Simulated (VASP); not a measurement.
Crystal: ErB.

```
Er B
1.0
     3.57190    0.00000    0.00000
    -1.78595    3.09335    0.00000
     0.00000    0.00000    3.33976
Er B
1 1
Direct
  0.00000 0.00000 0.00000
  0.33333 0.66667 0.50000
```

The cell was built from a structure type or drawn by symmetry, and may not be a known phase.

* Program: VASP 6.6.1
* Task: relaxation of cell and atoms
* Functional: PBE
* Potentials or basis: VASP PAW PBE potentials, release 64 (Er_3, B), 4f in core
* Cutoff: 500 eV
* k mesh: 6 × 6 × 6
* Occupations: gaussian, width 0.1 eV
* Spin: no spin polarisation

At the start: pressure 1.0 GPa; volume 18.45 Å³/atom.

Q: How do energy, volume and symmetry change on relaxing?

A: Over 4 steps the energy falls by 3.3 meV/atom and the volume is 18.66 Å³/atom (+1.1 %); space group P-6m2 (No. 187, to 0.1 Å) before and after.

Step by step:
```tsv
step	energy change (eV)	largest force (eV/Å)	pressure (GPa)	volume (Å³)
1	0.0000	0.0000	1.00	36.90
2	-0.0051	0.0000	-0.52	37.52
3	-0.0051	0.0000	-0.60	37.55
4	-0.0066	0.0000	-0.20	37.32
```

Final structure:
```
Er B
1.0
     3.55596    0.00000    0.00000
    -1.77798    3.07955    0.00000
     0.00000    0.00000    3.40816
Er B
1 1
Direct
  0.00000 0.00000 0.00000
  0.33333 0.66667 0.50000
```
